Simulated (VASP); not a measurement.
# PbS (I4/mmm) in VASP: a series of runs, part 2 of 2

VASP 6.6.1.

## 3. Single point, PBE (strain +0.030 along x and y, -0.015 along z)

File INCAR:

```
ALGO     = Normal         # electronic algorithm
EDIFF    = 1E-6           # SCF threshold, eV
ENCUT    = 520            # plane-wave cutoff, eV
GGA      = PE             # functional
ISIF     = 2              # what is computed and relaxed
ISMEAR   = 0              # smearing method
LASPH    = True           # aspherical terms in the spheres
LCHARG   = True           # write CHGCAR
LELF     = True           # ELF
LREAL    = False          # projectors in reciprocal space
LVHAR    = True         
LWAVE    = False          # write WAVECAR
NBANDS   = 17             # bands
NELM     = 80             # most SCF steps
PREC     = Accurate       # precision mode
SIGMA    = 0.03           # smearing width, eV
```

File KPOINTS:

```
k-points
0
Gamma
  10 10 10
```

File POSCAR:

```
PbS
1.0
    0.0000000000      3.0539500000      2.9205250000
    3.0539500000      0.0000000000      2.9205250000
    3.0539500000      3.0539500000      0.0000000000
Pb S
1 1
Direct
    0.0000000000      0.0000000000      0.0000000000
    0.5000000000      0.5000000000      0.5000000000
```

Potentials or basis: VASP PAW PBE potentials, release 64 (Pb_d, S).

Command:

```console
$ cat potpaw_PBE.64/Pb_d/POTCAR potpaw_PBE.64/S/POTCAR > POTCAR
$ mpirun -np 1 vasp_std > vasp.out
```

OUTCAR:

```text
EDIFF = 1E-6
   ENCUT = 520
   GGA = PE
   ISIF = 2
   ISMEAR = 0
   LASPH = True
   LREAL = False
   NELM = 80
   PREC = Accurate

 ion  position               nearest neighbor table
   1  0.000  0.000  0.000-   2 2.92   2 2.92   2 3.05   2 3.05   2 3.05   2 3.05
   2  0.500  0.500  0.500-   1 2.92   1 2.92   1 3.05   1 3.05   1 3.05   1 3.05

  LATTYP: Found a body centered tetragonal cell.
 ALAT       =     4.3189375088
 C/A-ratio  =     1.3524275329

  Lattice vectors:

 A1 = (   0.0000000000,  -3.0539500000,  -2.9205250000)
 A2 = (   0.0000000000,   3.0539500000,  -2.9205250000)
 A3 = (   3.0539500000,   0.0000000000,   2.9205250000)

Analysis of symmetry for initial positions (statically):
=====================================================================
 Subroutine PRICEL returns:
 Original cell was already a primitive cell.

 Routine SETGRP: Setting up the symmetry group for a
 body centered tetragonal supercell.

 Subroutine GETGRP returns: Found 16 space group operations
 (whereof 16 operations were pure point group operations)
 out of a pool of 16 trial point group operations.

The static configuration has the point symmetry D_4h.

Analysis of symmetry for dynamics (positions and initial velocities):
=====================================================================
 Subroutine PRICEL returns:
 Original cell was already a primitive cell.

 Routine SETGRP: Setting up the symmetry group for a
 body centered tetragonal supercell.

 Subroutine GETGRP returns: Found 16 space group operations
 (whereof 16 operations were pure point group operations)
 out of a pool of 16 trial point group operations.

The dynamic configuration has the point symmetry D_4h.

 Subroutine INISYM returns: Found 16 space group operations
 (whereof 16 operations are pure point group operations),
 and found     1 'primitive' translations

----------------------------------------------------------------------------------------

                                     Primitive cell

  volume of cell :      54.4772

  direct lattice vectors                    reciprocal lattice vectors
     0.000000000  3.053950000  2.920525000    -0.163722392  0.163722392  0.171202096
     3.053950000  0.000000000  2.920525000     0.163722392 -0.163722392  0.171202096
     3.053950000  3.053950000  0.000000000     0.163722392  0.163722392 -0.171202096

  length of vectors
     4.225645143  4.225645143  4.318937509     0.287958679  0.287958679  0.287958679

  position of ions in fractional coordinates (direct lattice)
     0.000000000  0.000000000  0.000000000
     0.500000000  0.500000000  0.500000000

  ion indices of the primitive-cell ions
   primitive index   ion index
                 1           1
                 2           2

----------------------------------------------------------------------------------------

 KPOINTS: k-points

Automatic generation of k-mesh.
 Grid dimensions read from file:
 generate k-points for:   10   10   10

 Generating k-lattice:

  Cartesian coordinates                     Fractional coordinates (reciprocal lattice)
    -0.016372239  0.016372239  0.017120210     0.100000000 -0.000000000  0.000000000
     0.016372239 -0.016372239  0.017120210    -0.000000000  0.100000000  0.000000000
     0.016372239  0.016372239 -0.017120210     0.000000000  0.000000000  0.100000000

  Length of vectors
     0.028795868  0.028795868  0.028795868

  Shift w.r.t. Gamma in fractional coordinates (k-lattice)
     0.000000000  0.000000000  0.000000000

 Subroutine IBZKPT returns following result:
 ===========================================

 Found    102 irreducible k-points:

 Following reciprocal coordinates:
            Coordinates               Weight
  0.000000  0.000000  0.000000      1.000000
  0.100000  0.000000  0.000000      8.000000
  0.200000  0.000000  0.000000      8.000000
  0.300000  0.000000  0.000000      8.000000
  0.400000  0.000000  0.000000      8.000000
  0.500000  0.000000  0.000000      4.000000
[... 16 lines left out ...]
  0.300000  0.300000  0.000000      2.000000
  0.400000  0.300000  0.000000      8.000000
 [... further k-points ...]
   k-points           NKPTS =    102   k-points in BZ     NKDIM =    102   number of bands    NBANDS=     17
   number of dos      NEDOS =    301   number of ions     NIONS =      2
   total plane-waves  NPLWV =  32768
   dimension x,y,z NGX =    32 NGY =   32 NGZ =   32
   dimension x,y,z NGXF=    64 NGYF=   64 NGZF=   64
   ions per type =               1   1
   NGX,Y,Z   is equivalent  to a cutoff of  12.59, 12.59, 12.32 a.u.
   NGXF,Y,Z  is equivalent  to a cutoff of  25.18, 25.18, 24.64 a.u.
 SYSTEM =  unknown system
   PREC   = accura    normal or accurate (medium, high low for compatibility)
   ISTART =      0    job   : 0-new  1-cont  2-samecut
   ICHARG =      2    charge: 1-file 2-atom 10-const
   ISPIN  =      1    spin polarized calculation?
   LNONCOLLINEAR =      F non collinear calculations
   LSORBIT =      F    spin-orbit coupling
   LASPH  =      T    aspherical Exc in radial PAW
   ENCUT  =  520.0 eV  38.22 Ry    6.18 a.u.   7.86  7.86  8.03*2*pi/ulx,y,z
   NELM   =     80;   NELMIN=  2; NELMDL= -5     # of ELM steps
   EDIFF  = 0.1E-05   stopping-criterion for ELM
   LREAL  =      F    real-space projection
   EDIFFG = 0.1E-04   stopping-criterion for IOM
   NSW    =      0    number of steps for IOM
   IBRION =     -1    ionic relax: 0-MD 1-quasi-New 2-CG
   NFREE  =      0    steps in history (QN), initial steepest desc. (CG)
   ISIF   =      2    stress and relaxation
   ISYM   =      2    0-nonsym 1-usesym 2-fastsym
   POTIM  = 0.5000    time-step for ionic-motion
   TEBEG  =    0.0;   TEEND  =   0.0 temperature during run
   PSTRESS=    0.0 pullay stress
   NELECT =      20.0000    total number of electrons
   NUPDOWN=      -1.0000    fix difference up-down
   EMIN   =  10.00;   EMAX   =-10.00  energy-range for DOS
   EFERMI =   0.00;   METHOD = LEGACY
   ISMEAR =     0;   SIGMA  =   0.03  broadening in eV -4-tet -1-fermi 0-gaus
   EFERMI_NEDOS =   21; number of points for ismear=-14 and -15
   IALGO  =     38    algorithm
   IMIX   =      4    mixing-type and parameters
     AMIX     =   0.40;   BMIX     =  1.00
     AMIX_MAG =   1.60;   BMIX_MAG =  1.00
  volume/ion in A,a.u.               =      27.24       183.82
  Fermi-wavevector in a.u.,A,eV,Ry     =   1.172231  2.215196 18.696116  1.374126
  Thomas-Fermi vector in A             =   2.308663
   LORBIT       =      0    0 simple, 1 ext, 2 COOP (PROOUT), +10 PAW based schemes
   GGA     = PE    functional components
   LHFCALC =     F    Hartree Fock is set to
   AEXX    =    0.0000 exact exchange contribution
   IVDW    =     0    specifies the selected vdW correction
   LEPSILON=     F    determine dielectric tensor
   LRPA    =     F    only Hartree local field effects (RPA)
 non-spin polarized calculation
 Gauss-broadening in eV      SIGMA  =   0.03
  energy-cutoff  :      520.00
  volume of cell :       54.48
 maximum number of plane-waves:      1483
   NGX = 15   NGY = 15   NGZ = 17

 number of electron      20.0000007 magnetization

 Free energy of the ion-electron system (eV)
  ---------------------------------------------------
  ext. energy  EPLUGINS =         0.00000000
  ---------------------------------------------------
  free energy    TOTEN  =        -8.74396185 eV

  energy without entropy =       -8.74396185  energy(sigma->0) =       -8.74396185

 E-fermi :   5.4571     XC(G=0):  -9.4771

 val. band max:        5.2646186826   @ k =   0.5000   0.0000   0.0000
 cond. band min:       5.7268136575   @ k =   0.5000   0.0000   0.0000
 fundamental gap:      0.4621949749
 Fermi energy:         5.4570930163

 k-point     1 :       0.0000    0.0000    0.0000
  band No.  band energies     occupation
      1     -11.5031      2.00000
      2     -11.4927      2.00000
      3     -11.4879      2.00000
      4     -11.4879      2.00000
      5     -11.4635      2.00000
      6      -7.9582      2.00000
[... 9 lines left out ...]
     16      12.2917      0.00000
     17      13.8156      0.00000

 k-point     2 :       0.1000    0.0000    0.0000
  band No.  band energies     occupation
      1     -11.5020      2.00000
      2     -11.4941      2.00000
      3     -11.4864      2.00000
      4     -11.4844      2.00000
      5     -11.4650      2.00000
      6      -7.8785      2.00000
[... 9 lines left out ...]
     16      12.4315      0.00000
     17      14.5720      0.00000
[... 421 lines left out ...]
 k-point    24 :       0.4000    0.3000    0.0000
  band No.  band energies     occupation
      1     -11.5520      2.00000
      2     -11.5194      2.00000
      3     -11.4757      2.00000
      4     -11.4459      2.00000
      5     -11.4432      2.00000
      6      -6.7272      2.00000
[... 9 lines left out ...]
     16      15.9718      0.00000
     17      16.9559      0.00000

 [... further k-points ...]
[... 5 lines left out ...]
  --------------------------------------------------------------------------------------
  -------------------------------------------------------------------------------------
  Total       -0.5865101     -0.5865101      1.1696826      0.0000000      0.0000000     -0.0000000
  in kB      -17.2492937    -17.2492937     34.4004288      0.0000000      0.0000000     -0.0000000
  external PRESSURE =      -0.0327195 kB  Pullay stress =       0.0000000 kB

 VOLUME and BASIS-vectors are now :
 -----------------------------------------------------------------------------
  energy-cutoff  :      520.00
  volume of cell :       54.48
      direct lattice vectors                 reciprocal lattice vectors
     0.000000000  3.053950000  2.920525000    -0.163722392  0.163722392  0.171202096
     3.053950000  0.000000000  2.920525000     0.163722392 -0.163722392  0.171202096
     3.053950000  3.053950000  0.000000000     0.163722392  0.163722392 -0.171202096

 POSITION                                       TOTAL-FORCE (eV/Angst)
 -----------------------------------------------------------------------------------
      0.00000      0.00000      0.00000        -0.000000      0.000000      0.000000
      3.05395      3.05395      2.92053         0.000000     -0.000000      0.000000
 -----------------------------------------------------------------------------------
    total drift:                                0.000000     -0.000000     -0.000000

  FREE ENERGIE OF THE ION-ELECTRON SYSTEM (eV)
  ---------------------------------------------------
  free  energy   TOTEN  =        -8.7439618510 eV

  energy  without entropy=       -8.7439618510  energy(sigma->0) =       -8.74396185
```

It took 60 s on 1 thread of AMD EPYC 9R45 (Zen 5), shared host; peak memory 0.2 GiB.

What came out:

- Free energy: -8.7440 eV
- Pressure: 0.0 GPa
- Band gap on the k mesh: 0.46 eV, direct

Stress tensor (GPa, compression positive):
```
-1.72  0.00  0.00
 0.00 -1.72  0.00
 0.00  0.00  3.44
```

Caveat: the cell differs from its parent crystal (strain +0.030 along x and y, -0.015 along z); spin-orbit coupling is left out, which moves the levels of the heavy elements. A k mesh can miss the band edges.
